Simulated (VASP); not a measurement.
Write the native input for VASP 6.6.1 that does the following.

* Task: single point
* Functional: r2SCAN
* Potentials or basis: VASP PAW PBE potentials, release 64 (Ag)
* Cutoff: 520 eV
* k mesh: 20 × 20 × 20
* Occupations: gaussian, width 0.15 eV
* Spin: no spin polarisation
* Dipole correction: no
* Further INCAR settings: ALGO = Normal; EDIFF = 1e-06; NBANDS = 12

Ag:

```
CELL_PARAMETERS angstrom
-1.68049 1.65565 1.68049
1.63082 -1.65565 1.63082
1.68049 1.65565 -1.68049
ATOMIC_POSITIONS crystal
Ag 0.00000 0.00000 0.00000
```

This cell differs from its parent crystal: strain -0.0300 x Voigt [0, 0, 0, 0, 1, 0].

The input as run:

POSCAR

```
Ag
1.0
   -1.6804888100      1.6556540000      1.6804888100
    1.6308191900     -1.6556540000      1.6308191900
    1.6804888100      1.6556540000     -1.6804888100
Ag
1
Direct
    0.0000000000      0.0000000000      0.0000000000
```

INCAR.step1

```
SYSTEM = Ag
  PREC = Accurate
  ENCUT = 520
  ISMEAR = 0
  SIGMA = 0.15
  LREAL = .FALSE.
  LASPH = .TRUE.
  NELM = 60
  NBANDS = 12
  GGA = PE
  ALGO = Normal
  EDIFF = 1E-4
  LWAVE = .TRUE.
  LCHARG = .FALSE.
```

INCAR.step2

```
SYSTEM = Ag
  PREC = Accurate
  ENCUT = 520
  EDIFF = 1E-6
  ISMEAR = 0
  SIGMA = 0.15
  LREAL = .FALSE.
  LASPH = .TRUE.
  NELM = 60
  ALGO = Normal
  ISIF = 2
  LWAVE = .FALSE.
  LCHARG = .FALSE.
  METAGGA = R2SCAN
  LMIXTAU = .TRUE.
  NBANDS = 12
  ISTART = 1
```

KPOINTS

```
regular mesh
0
G
  20 20 20
  0 0 0
```

Potentials or basis: VASP PAW PBE potentials, release 64 (Ag).

Launch:

```bash
$ cat potpaw_PBE.64/Ag/POTCAR > POTCAR
$ cp INCAR.step1 INCAR
$ mpirun -np 1 vasp_std > vasp.out
$ cp INCAR.step2 INCAR
$ mpirun -np 1 vasp_std > vasp.out
```

Results of the run:

```yaml
Pressure: -3.4 GPa
Band_gap_on_the_k_mesh: zero (an odd number of electrons rules out a gap without spin polarisation)
```

Caveat: the cell differs from its parent crystal (strain -0.0300 x Voigt [0, 0, 0, 0, 1, 0]); the cell stands under tension; the PAW data sets were made with another functional, which shifts forces and pressure a little.

It took 4.6 min on 1 thread of Intel(R) Xeon(R) 6975P-C (Granite Rapids), with other jobs on the host, peak memory 0.35 GiB.
